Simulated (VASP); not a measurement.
The system is C.

```xyz
2
Lattice="0.0000 1.7769 1.7769 1.7769 0.0000 1.7769 1.7769 1.7769 0.0000" Properties=species:S:1:pos:R:3 pbc="T T T"
C     0.0000    0.0000    0.0000
C     0.8885    0.8885    0.8885
```

Base run:

```yaml
Program: VASP 6.6.1
Functional: PBEsol
Potentials_or_basis: VASP PAW PBE potentials, release 64 (C)
Cutoff: 520 eV
k_mesh: 12 × 12 × 12
Occupations: gaussian, width 0.02 eV
Spin: no spin polarisation
```

Its results: band gap on the k mesh 4.06 eV, indirect (least direct gap 5.57 eV); pressure 1.1 GPa.

Q: The run is repeated on the same cell with these changes: potentials or basis from VASP PAW PBE potentials, release 64 (C) to VASP PAW PBE potentials, release 64 (C_h); cutoff from 520 eV to 910 eV. What comes out?

A: Band gap on the k mesh 4.07 eV, indirect (least direct gap 5.57 eV); pressure 0.0 GPa.

Caveats: the PAW data sets were made with another functional, which shifts forces and pressure a little; the cutoff is under 1.25 times the usual one of these potentials, so pressure, stress and relaxed cells hold a basis-set (Pulay) error (some runs).

A k mesh can miss the band edges.
